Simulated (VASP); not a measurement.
# B (P4/mmm) in VASP: single point with PBE

Aim: the single point of B with PBE.

All numbers are computed with VASP 6.6.1; they aren't measurements. Logs are shortened: lines on timing, memory, paths and dates and some standing lists are left out, and cuts for length are marked.

### 1 The cell of the first run

The structure is tetragonal, space group P4/mmm (No. 123). The conventional cell has a = 1.993 Å, b = 1.993 Å, c = 2.042 Å, α = 90.00°, β = 90.00°, γ = 90.00°. Within 2.6 Å of B (site symmetry 4/mmm) lie 6 B at 1.99 to 2.04 Å.

This isn't the form of B at room conditions, which is rhombohedral.

### 2 Single point, PBE

INCAR

```
SYSTEM = B
ALGO = Normal ; EDIFF = 1E-7
ENCUT = 520 ; GGA = PE
ISIF = 2 ; ISMEAR = 0
LASPH = .True. ; LCHARG = .False.
LREAL = .False. ; LWAVE = .False.
NBANDS = 8 ; NELM = 100
PREC = Accurate ; SIGMA = 0.1
```

KPOINTS

```
k-points
0
Gamma
  8 8 8
  0 0 0
```

POSCAR

```
B
1.0
    1.9931417826      0.0000000000      0.0000000000
    0.0000000000      1.9931417826      0.0000000000
    0.0000000000      0.0000000000      2.0421645264
B
1
Direct
    0.0000000000      0.0000000000      0.0000000000
```

Potentials or basis: VASP PAW PBE potentials, release 64 (B).

Command:

```bash
cat potpaw_PBE.64/B/POTCAR > POTCAR
mpirun -np 1 vasp_std > vasp.out
```

OUTCAR:

```text
SYSTEM = B
   EDIFF = 1E-7
   ENCUT = 520
   GGA = PE
   ISIF = 2
   ISMEAR = 0
   LASPH = .True.
   LREAL = .False.
   NELM = 100
   PREC = Accurate

 ion  position               nearest neighbor table
   1  0.000  0.000  0.000-

  LATTYP: Found a simple tetragonal cell.
 ALAT       =     1.9931417826
 C/A-ratio  =     1.0245957133

  Lattice vectors:

 A1 = (   1.9931417826,   0.0000000000,   0.0000000000)
 A2 = (   0.0000000000,   1.9931417826,   0.0000000000)
 A3 = (   0.0000000000,   0.0000000000,   2.0421645264)

Analysis of symmetry for initial positions (statically):
=====================================================================
 Subroutine PRICEL returns:
 Original cell was already a primitive cell.

 Routine SETGRP: Setting up the symmetry group for a
 simple tetragonal supercell.

 Subroutine GETGRP returns: Found 16 space group operations
 (whereof 16 operations were pure point group operations)
 out of a pool of 16 trial point group operations.

The static configuration has the point symmetry D_4h.

Analysis of symmetry for dynamics (positions and initial velocities):
=====================================================================
 Subroutine PRICEL returns:
 Original cell was already a primitive cell.

 Routine SETGRP: Setting up the symmetry group for a
 simple tetragonal supercell.

 Subroutine GETGRP returns: Found 16 space group operations
 (whereof 16 operations were pure point group operations)
 out of a pool of 16 trial point group operations.

The dynamic configuration has the point symmetry D_4h.

 Subroutine INISYM returns: Found 16 space group operations
 (whereof 16 operations are pure point group operations),
 and found     1 'primitive' translations

----------------------------------------------------------------------------------------

                                     Primitive cell

  volume of cell :       8.1127

  direct lattice vectors                    reciprocal lattice vectors
     1.993141783  0.000000000  0.000000000     0.501720454  0.000000000  0.000000000
     0.000000000  1.993141783  0.000000000     0.000000000  0.501720454  0.000000000
     0.000000000  0.000000000  2.042164526     0.000000000  0.000000000  0.489676511

  length of vectors
     1.993141783  1.993141783  2.042164526     0.501720454  0.501720454  0.489676511

  position of ions in fractional coordinates (direct lattice)
     0.000000000  0.000000000  0.000000000

  ion indices of the primitive-cell ions
   primitive index   ion index
                 1           1

----------------------------------------------------------------------------------------

 KPOINTS: k-points

Automatic generation of k-mesh.
 Grid dimensions read from file:
 generate k-points for:    8    8    8

 Generating k-lattice:

  Cartesian coordinates                     Fractional coordinates (reciprocal lattice)
     0.062715057  0.000000000  0.000000000     0.125000000  0.000000000  0.000000000
     0.000000000  0.062715057  0.000000000     0.000000000  0.125000000  0.000000000
     0.000000000  0.000000000  0.061209564     0.000000000  0.000000000  0.125000000

  Length of vectors
     0.062715057  0.062715057  0.061209564

  Shift w.r.t. Gamma in fractional coordinates (k-lattice)
     0.000000000  0.000000000  0.000000000

 Subroutine IBZKPT returns following result:
 ===========================================

 Found     75 irreducible k-points:

 Following reciprocal coordinates:
            Coordinates               Weight
  0.000000  0.000000  0.000000      1.000000
  0.125000  0.000000  0.000000      4.000000
  0.250000  0.000000  0.000000      4.000000
  0.375000  0.000000  0.000000      4.000000
  0.500000  0.000000  0.000000      2.000000
  0.125000  0.125000  0.000000      4.000000
[... 16 lines left out ...]
  0.375000  0.125000  0.125000     16.000000
  0.500000  0.125000  0.125000      8.000000
 [... further k-points ...]
   k-points           NKPTS =     75   k-points in BZ     NKDIM =     75   number of bands    NBANDS=      8
   number of dos      NEDOS =    301   number of ions     NIONS =      1
   total plane-waves  NPLWV =   4096
   dimension x,y,z NGX =    16 NGY =   16 NGZ =   16
   dimension x,y,z NGXF=    32 NGYF=   32 NGZF=   32
   ions per type =               1
   NGX,Y,Z   is equivalent  to a cutoff of  13.35, 13.35, 13.03 a.u.
   NGXF,Y,Z  is equivalent  to a cutoff of  26.69, 26.69, 26.05 a.u.
 SYSTEM =  B
   PREC   = accura    normal or accurate (medium, high low for compatibility)
   ISTART =      0    job   : 0-new  1-cont  2-samecut
   ICHARG =      2    charge: 1-file 2-atom 10-const
   ISPIN  =      1    spin polarized calculation?
   LNONCOLLINEAR =      F non collinear calculations
   LSORBIT =      F    spin-orbit coupling
   LASPH  =      T    aspherical Exc in radial PAW
   ENCUT  =  520.0 eV  38.22 Ry    6.18 a.u.   3.71  3.71  3.80*2*pi/ulx,y,z
   NELM   =    100;   NELMIN=  2; NELMDL= -5     # of ELM steps
   EDIFF  = 0.1E-06   stopping-criterion for ELM
   LREAL  =      F    real-space projection
   EDIFFG = 0.1E-05   stopping-criterion for IOM
   NSW    =      0    number of steps for IOM
   IBRION =     -1    ionic relax: 0-MD 1-quasi-New 2-CG
   NFREE  =      0    steps in history (QN), initial steepest desc. (CG)
   ISIF   =      2    stress and relaxation
   ISYM   =      2    0-nonsym 1-usesym 2-fastsym
   POTIM  = 0.5000    time-step for ionic-motion
   TEBEG  =    0.0;   TEEND  =   0.0 temperature during run
   PSTRESS=    0.0 pullay stress
   NELECT =       3.0000    total number of electrons
   NUPDOWN=      -1.0000    fix difference up-down
   EMIN   =  10.00;   EMAX   =-10.00  energy-range for DOS
   EFERMI =   0.00;   METHOD = LEGACY
   ISMEAR =     0;   SIGMA  =   0.10  broadening in eV -4-tet -1-fermi 0-gaus
   EFERMI_NEDOS =   21; number of points for ismear=-14 and -15
   IALGO  =     38    algorithm
   IMIX   =      4    mixing-type and parameters
     AMIX     =   0.40;   BMIX     =  1.00
     AMIX_MAG =   1.60;   BMIX_MAG =  1.00
  volume/ion in A,a.u.               =       8.11        54.75
  Fermi-wavevector in a.u.,A,eV,Ry     =   1.175059  2.220539 18.786419  1.380763
  Thomas-Fermi vector in A             =   2.311446
   LORBIT       =      0    0 simple, 1 ext, 2 COOP (PROOUT), +10 PAW based schemes
   GGA     = PE    functional components
   LHFCALC =     F    Hartree Fock is set to
   AEXX    =    0.0000 exact exchange contribution
   IVDW    =     0    specifies the selected vdW correction
   LEPSILON=     F    determine dielectric tensor
   LRPA    =     F    only Hartree local field effects (RPA)
 non-spin polarized calculation
 Gauss-broadening in eV      SIGMA  =   0.10
  energy-cutoff  :      520.00
  volume of cell :        8.11
 maximum number of plane-waves:       228
 NGX is ok and might be reduce to    16
   NGX =  7   NGY =  7   NGZ =  7

 number of electron       3.0000000 magnetization

 Free energy of the ion-electron system (eV)
  ---------------------------------------------------
  ext. energy  EPLUGINS =         0.00000000
  ---------------------------------------------------
  free energy    TOTEN  =        -5.44199327 eV

  energy without entropy =       -5.44002401  energy(sigma->0) =       -5.44100864

 E-fermi :   5.0295     XC(G=0): -11.6083

 val. band max:        4.9497000039   @ k =   0.3750   0.2500   0.1250
 cond. band min:       5.1298244755   @ k =   0.3750   0.1250   0.3750
 fundamental gap:      0.1801244716
 Fermi energy:         5.0295394694

 k-point     1 :       0.0000    0.0000    0.0000
  band No.  band energies     occupation
      1      -8.8148      2.00000
      2      16.0443      0.00000
      3      17.2430      0.00000
      4      17.2430      0.00000
      5      26.4694      0.00000
      6      27.4816      0.00000
      7      33.7380      0.00000
      8      51.6457      0.00000

 k-point     2 :       0.1250    0.0000    0.0000
  band No.  band energies     occupation
      1      -8.3307      2.00000
      2      13.7184      0.00000
      3      16.4256      0.00000
      4      17.6134      0.00000
      5      27.1969      0.00000
      6      30.8831      0.00000
      7      33.9302      0.00000
      8      48.4612      0.00000

 k-point     3 :       0.2500    0.0000    0.0000
  band No.  band energies     occupation
      1      -6.8821      2.00000
      2       8.2249      0.00000
      3      17.4613      0.00000
      4      18.6156      0.00000
      5      28.8039      0.00000
      6      32.3785      0.00000
      7      38.0027      0.00000
      8      42.9445      0.00000

 k-point     4 :       0.3750    0.0000    0.0000
  band No.  band energies     occupation
      1      -4.4865      2.00000
      2       3.1829      2.00000
      3      18.7350      0.00000
      4      19.8361      0.00000
      5      31.0520      0.00000
      6      32.1096      0.00000
      7      38.6029      0.00000
      8      40.2445      0.00000

 k-point     5 :       0.5000    0.0000    0.0000
  band No.  band energies     occupation
      1      -1.6019      2.00000
      2      -0.6034      2.00000
      3      19.3718      0.00000
      4      20.4396      0.00000
      5      31.4967      0.00000
      6      33.2043      0.00000
      7      36.9111      0.00000
      8      38.5999      0.00000

 k-point     6 :       0.1250    0.1250    0.0000
  band No.  band energies     occupation
      1      -7.8472      2.00000
      2      13.1698      0.00000
      3      15.2723      0.00000
      4      16.8025      0.00000
      5      28.9665      0.00000
      6      33.2848      0.00000
      7      33.4409      0.00000
      8      46.9793      0.00000

 k-point     7 :       0.2500    0.1250    0.0000
  band No.  band energies     occupation
      1      -6.4015      2.00000
      2       8.4849      0.00000
      3      15.7844      0.00000
      4      17.8246      0.00000
      5      30.3575      0.00000
      6      32.1628      0.00000
      7      38.5581      0.00000
      8      42.5731      0.00000

 k-point     8 :       0.3750    0.1250    0.0000
  band No.  band energies     occupation
      1      -4.0123      2.00000
      2       3.5676      2.00000
      3      17.2869      0.00000
      4      19.0765      0.00000
      5      28.9673      0.00000
      6      33.3683      0.00000
      7      38.8230      0.00000
      8      39.1196      0.00000

 k-point     9 :       0.5000    0.1250    0.0000
  band No.  band energies     occupation
      1      -1.0924      2.00000
      2      -0.2265      2.00000
      3      18.1473      0.00000
      4      19.6995      0.00000
      5      27.7684      0.00000
      6      35.7326      0.00000
      7      36.0671      0.00000
      8      37.4683      0.00000

 k-point    10 :       0.2500    0.2500    0.0000
  band No.  band energies     occupation
      1      -4.9681      2.00000
      2       8.1295      0.00000
      3      12.3432      0.00000
      4      18.8043      0.00000
      5      27.4186      0.00000
      6      33.7782      0.00000
      7      40.9650      0.00000
      8      42.8434      0.00000
[... 78 lines left out ...]
 k-point    18 :       0.2500    0.0000    0.1250
  band No.  band energies     occupation
      1      -6.4226      2.00000
      2       8.4409      0.00000
      3      14.8258      0.00000
      4      18.9350      0.00000
      5      30.8288      0.00000
      6      31.7244      0.00000
      7      38.0562      0.00000
      8      42.1019      0.00000

 k-point    19 :       0.3750    0.0000    0.1250
  band No.  band energies     occupation
      1      -4.0345      2.00000
      2       3.5445      2.00000
      3      16.3460      0.00000
      4      20.1342      0.00000
      5      28.2632      0.00000
      6      33.9151      0.00000
      7      38.5453      0.00000
      8      40.7264      0.00000

 k-point    20 :       0.5000    0.0000    0.1250
  band No.  band energies     occupation
      1      -1.1256      2.00000
      2      -0.2366      2.00000
      3      17.2403      0.00000
      4      20.7245      0.00000
      5      26.8847      0.00000
      6      35.8758      0.00000
      7      36.9416      0.00000
      8      39.1238      0.00000

 k-point    21 :       0.1250    0.1250    0.1250
  band No.  band energies     occupation
      1      -7.3853      2.00000
      2      12.9322      0.00000
      3      13.5638      0.00000
      4      16.6985      0.00000
      5      31.8605      0.00000
      6      33.2090      0.00000
      7      33.6261      0.00000
      8      44.9801      0.00000

 k-point    22 :       0.2500    0.1250    0.1250
  band No.  band energies     occupation
      1      -5.9431      2.00000
      2       8.7501      0.00000
      3      14.2609      0.00000
      4      17.3436      0.00000
      5      30.4053      0.00000
      6      33.7166      0.00000
      7      38.2238      0.00000
      8      39.4764      0.00000

 k-point    23 :       0.3750    0.1250    0.1250
  band No.  band energies     occupation
      1      -3.5617      2.00000
      2       3.9357      2.00000
      3      15.8115      0.00000
      4      18.8069      0.00000
      5      27.8549      0.00000
      6      32.4388      0.00000
      7      37.4663      0.00000
      8      40.8301      0.00000

 k-point    24 :       0.5000    0.1250    0.1250
  band No.  band energies     occupation
      1      -0.6180      2.00000
      2       0.1432      2.00000
      3      16.6451      0.00000
      4      19.7199      0.00000
      5      26.4674      0.00000
      6      30.9140      0.00000
      7      38.1516      0.00000
      8      41.6929      0.00000

 [... further k-points ...]
[... 5 lines left out ...]
  --------------------------------------------------------------------------------------
  -------------------------------------------------------------------------------------
  Total       -1.3599321     -1.3599321     -1.9509266      0.0000000      0.0000000      0.0000000
  in kB     -268.5719803   -268.5719803   -385.2870305      0.0000000      0.0000000      0.0000000
  external PRESSURE =    -307.4769970 kB  Pullay stress =       0.0000000 kB

 VOLUME and BASIS-vectors are now :
 -----------------------------------------------------------------------------
  energy-cutoff  :      520.00
  volume of cell :        8.11
      direct lattice vectors                 reciprocal lattice vectors
     1.993141783  0.000000000  0.000000000     0.501720454  0.000000000  0.000000000
     0.000000000  1.993141783  0.000000000     0.000000000  0.501720454  0.000000000
     0.000000000  0.000000000  2.042164526     0.000000000  0.000000000  0.489676511

 POSITION                                       TOTAL-FORCE (eV/Angst)
 -----------------------------------------------------------------------------------
      0.00000      0.00000      0.00000         0.000000      0.000000      0.000000
 -----------------------------------------------------------------------------------
    total drift:                               -0.000000      0.000000     -0.000000

  FREE ENERGIE OF THE ION-ELECTRON SYSTEM (eV)
  ---------------------------------------------------
  free  energy   TOTEN  =        -5.4419932666 eV

  energy  without entropy=       -5.4400240093  energy(sigma->0) =       -5.44100864
```

Run time: 2.2 s. Hardware: 1 thread of Intel Xeon Platinum 8375C at 2.90GHz (Ice Lake), shared host; peak memory 0.1 GiB.

Results:

```
Free energy            : -5.4420 eV
Pressure               : -30.7 GPa
Band gap on the k mesh : zero (an odd number of electrons rules out a gap without spin polarisation)
```

Caveat: the k points lie up to 0.39 Å⁻¹ apart, too coarse for converged energies and pressures of a metal.

The gap in the log of VASP goes by the Fermi energy; the results here count the filled bands.